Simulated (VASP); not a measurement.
# AlN (R-3m) in VASP: notebook, part 2 of 2

VASP 6.6.1.

### 5 Single point, LDA

This run uses another cell than the first one, of the same volume but with other edges.

File INCAR:

```
SYSTEM = AlN
ALGO = Normal ; EDIFF = 1E-6
ENCUT = 520 ; GGA = CA
ISIF = 2 ; ISMEAR = 0
LASPH = .TRUE. ; LCHARG = .FALSE.
LREAL = .FALSE. ; LWAVE = .FALSE.
NBANDS = 11 ; NELM = 80
PREC = Accurate ; SIGMA = 0.05
```

File KPOINTS:

```
k-points
0
G
  10 10 10
  0 0 0
```

File POSCAR:

```
AlN
1.0
    0.7955216628      2.5002109401      2.5002109401
    2.5002109401      0.7955216628      2.5002109401
    2.5002109401      2.5002109401      0.7955216628
Al N
1 1
Direct
    0.5000000000      0.5000000000      0.5000000000
    0.0000000000      0.0000000000      0.0000000000
```

Potentials or basis: VASP PAW LDA potentials, release 64 (Al, N).

The run is started by

```bash
$ cat potpaw_LDA.64/Al/POTCAR potpaw_LDA.64/N/POTCAR > POTCAR
$ mpirun -np 1 vasp_std > vasp.out
```

OUTCAR:

```text
SYSTEM = AlN
   EDIFF = 1E-6
   ENCUT = 520
   GGA = CA
   ISIF = 2
   ISMEAR = 0
   LASPH = .TRUE.
   LREAL = .FALSE.
   NELM = 80
   PREC = Accurate

 ion  position               nearest neighbor table
   1  0.500  0.500  0.500-   2 2.18   2 2.18   2 2.18   2 2.18   2 2.18   2 2.18
   2  0.000  0.000  0.000-   1 2.18   1 2.18   1 2.18   1 2.18   1 2.18   1 2.18

  LATTYP: Found a trigonal (rhomboedric) cell.
 ALAT       =     3.6242191167
 COS(alpha) =     0.7787610620

  Lattice vectors:

 A1 = (   0.7955216628,   2.5002109401,   2.5002109401)
 A2 = (   2.5002109401,   0.7955216628,   2.5002109401)
 A3 = (   2.5002109401,   2.5002109401,   0.7955216628)

Analysis of symmetry for initial positions (statically):
=====================================================================
 Subroutine PRICEL returns:
 Original cell was already a primitive cell.

 Routine SETGRP: Setting up the symmetry group for a
 trigonal (rhombohedral) supercell.

 Subroutine GETGRP returns: Found 12 space group operations
 (whereof 12 operations were pure point group operations)
 out of a pool of 12 trial point group operations.

The static configuration has the point symmetry D_3d.

Analysis of symmetry for dynamics (positions and initial velocities):
=====================================================================
 Subroutine PRICEL returns:
 Original cell was already a primitive cell.

 Routine SETGRP: Setting up the symmetry group for a
 trigonal (rhombohedral) supercell.

 Subroutine GETGRP returns: Found 12 space group operations
 (whereof 12 operations were pure point group operations)
 out of a pool of 12 trial point group operations.

The dynamic configuration has the point symmetry D_3d.

 Subroutine INISYM returns: Found 12 space group operations
 (whereof 12 operations are pure point group operations),
 and found     1 'primitive' translations

[... 120 lines left out ...]
   LHFCALC =     F    Hartree Fock is set to
   AEXX    =    0.0000 exact exchange contribution
   IVDW    =     0    specifies the selected vdW correction
   LEPSILON=     F    determine dielectric tensor
   LRPA    =     F    only Hartree local field effects (RPA)
 non-spin polarized calculation
 Gauss-broadening in eV      SIGMA  =   0.05
  energy-cutoff  :      520.00
  volume of cell :       16.84
 maximum number of plane-waves:       474
   NGX = 13   NGY = 13   NGZ = 13

 number of electron       8.0000000 magnetization

 Free energy of the ion-electron system (eV)
  ---------------------------------------------------
  ext. energy  EPLUGINS =         0.00000000
  ---------------------------------------------------
  free energy    TOTEN  =       -10.83803123 eV

  energy without entropy =      -10.83598951  energy(sigma->0) =      -10.83701037

 E-fermi :  11.0786     XC(G=0): -12.6560

 val. band max:       11.0766925260   @ k =  -0.3000  -0.4000   0.1000
 cond. band min:      11.0801581978   @ k =  -0.4000   0.4000   0.0000
 fundamental gap:      0.0034656718
 Fermi energy:        11.0785971596

 k-point     1 :       0.0000    0.0000    0.0000
  band No.  band energies     occupation
      1      -7.6765      2.00000
      2       4.0065      2.00000
      3       5.8000      2.00000
      4      12.8077      0.00000
      5      12.8077      0.00000
      6      23.6968      0.00000
      7      25.3965      0.00000
      8      26.6899      0.00000
      9      26.6899      0.00000
     10      32.1096      0.00000
     11      32.1096      0.00000
[... 309 lines left out ...]
 k-point    24 :       0.4000    0.3000   -0.0000
  band No.  band energies     occupation
      1      -4.0733      2.00000
      2       3.5743      2.00000
      3       6.0583      2.00000
      4      10.1879      2.00000
      5      11.7692      0.00000
      6      14.5506      0.00000
      7      21.5475      0.00000
      8      23.7335      0.00000
      9      25.6547      0.00000
     10      28.3279      0.00000
     11      30.3915      0.00000

 [... further k-points ...]

------------------------ aborting loop because EDIFF is reached ----------------------------------------

  FORCE on cell =-STRESS in cart. coord.  units (eV):
  Direction    XX          YY          ZZ          XY          YZ          ZX
  --------------------------------------------------------------------------------------
  -------------------------------------------------------------------------------------
  Total        3.3900299      3.3900299      3.3900299     -5.2980606     -5.2980606     -5.2980606
  in kB      322.4775687    322.4775687    322.4775687   -503.9795283   -503.9795283   -503.9795283
  external PRESSURE =     322.4775687 kB  Pullay stress =       0.0000000 kB

 VOLUME and BASIS-vectors are now :
 -----------------------------------------------------------------------------
  energy-cutoff  :      520.00
  volume of cell :       16.84
      direct lattice vectors                 reciprocal lattice vectors
     0.795521663  2.500210940  2.500210940    -0.333566626  0.253050544  0.253050544
     2.500210940  0.795521663  2.500210940     0.253050544 -0.333566626  0.253050544
     2.500210940  2.500210940  0.795521663     0.253050544  0.253050544 -0.333566626

 POSITION                                       TOTAL-FORCE (eV/Angst)
 -----------------------------------------------------------------------------------
      2.89797      2.89797      2.89797         0.000000      0.000000      0.000000
      0.00000      0.00000      0.00000        -0.000000     -0.000000     -0.000000
 -----------------------------------------------------------------------------------
    total drift:                               -0.000000     -0.000000     -0.000000

  FREE ENERGIE OF THE ION-ELECTRON SYSTEM (eV)
  ---------------------------------------------------
  free  energy   TOTEN  =       -10.8380312267 eV

  energy  without entropy=      -10.8359895102  energy(sigma->0) =      -10.83701037
```

OSZICAR:

```text
N       E                     dE             d eps       ncg     rms          rms(c)
DAV:   1     0.607613585213E+01    0.60761E+01   -0.39371E+03  2563   0.667E+02
DAV:   2    -0.111994311820E+02   -0.17276E+02   -0.16413E+02  3167   0.102E+02
DAV:   3    -0.116924419366E+02   -0.49301E+00   -0.48544E+00  3115   0.138E+01
DAV:   4    -0.116936640553E+02   -0.12221E-02   -0.12218E-02  2857   0.854E-01
DAV:   5    -0.116936705581E+02   -0.65028E-05   -0.65013E-05  3044   0.618E-02    0.583E+00
DAV:   6    -0.110450313387E+02    0.64864E+00   -0.76805E+00  2633   0.116E+01    0.334E+00
DAV:   7    -0.108556292348E+02    0.18940E+00   -0.72778E-01  2630   0.421E+00    0.149E+00
DAV:   8    -0.108395522331E+02    0.16077E-01   -0.30329E-02  2787   0.108E+00    0.319E-01
DAV:   9    -0.108380751132E+02    0.14771E-02   -0.48818E-03  2807   0.349E-01    0.169E-01
DAV:  10    -0.108382427416E+02   -0.16763E-03   -0.10151E-03  2690   0.159E-01    0.101E-01
DAV:  11    -0.108380360508E+02    0.20669E-03   -0.81730E-04  2696   0.135E-01    0.162E-02
DAV:  12    -0.108380312596E+02    0.47912E-05   -0.33700E-05  2765   0.345E-02    0.373E-03
DAV:  13    -0.108380312267E+02    0.32874E-07   -0.14358E-06  1647   0.718E-03
   1 F= -.10838031E+02 E0= -.10837010E+02  d E =-.204172E-02
```

Run time: 52 s. Hardware: 1 thread of Intel Xeon 8259CL, shared host; peak memory 0.15 GiB.

What came out:

| Quantity | Value |
| --- | --- |
| Free energy | -10.8380 eV |
| Pressure | 32.2 GPa |
| Band gap on the k mesh | zero (band 4 reaches 12.81 eV, above the bottom of band 5 at 9.53 eV) |

Stress tensor (GPa, compression positive):
```
 32.25 -50.40 -50.40
-50.40  32.25 -50.40
-50.40 -50.40  32.25
```

Levels at points of the mesh, in eV from the Fermi level:
| k point | band 1 | band 2 | band 3 | band 4 | band 5 | band 6 | band 7 | band 8 |
| --- | --- | --- | --- | --- | --- | --- | --- | --- |
| (0.00, 0.00, 0.00) | -18.76 | -7.07 | -5.28 | 1.73 | 1.73 | 12.62 | 14.32 | 15.61 |
| (0.50, 0.00, 0.00) | -13.92 | -8.31 | -4.68 | -1.32 | -0.18 | 4.80 | 8.23 | 12.03 |
| (0.50, 0.50, 0.00) | -13.59 | -8.22 | -6.14 | -0.76 | -0.37 | 4.62 | 9.50 | 12.00 |
| (0.50, 0.50, 0.50) | -17.48 | -12.78 | 1.56 | 1.56 | 3.02 | 9.17 | 16.72 | 17.28 |

### 6 Overview

```tsv
cell	gap on the mesh (eV)	pressure (GPa)
a = 3.305 Å, angles 45.7°, 2 atoms	none	6.9
a = 2.583 Å, angles 82.7°, 2 atoms	none	0.4
a = 3.079 Å, angles 52.2°, 2 atoms	1.70	-7.1
a = 3.624 Å, angles 38.9°, 2 atoms	none	32.2
```

Alike in all rows: task single point; level LDA; potentials or basis VASP PAW LDA potentials, release 64 (Al, N); no spin polarisation; k mesh 10 × 10 × 10; cutoff (eV) 520; smearing gaussian 0.05 eV.

Absolute energies hang on the potentials; compare differences alone.
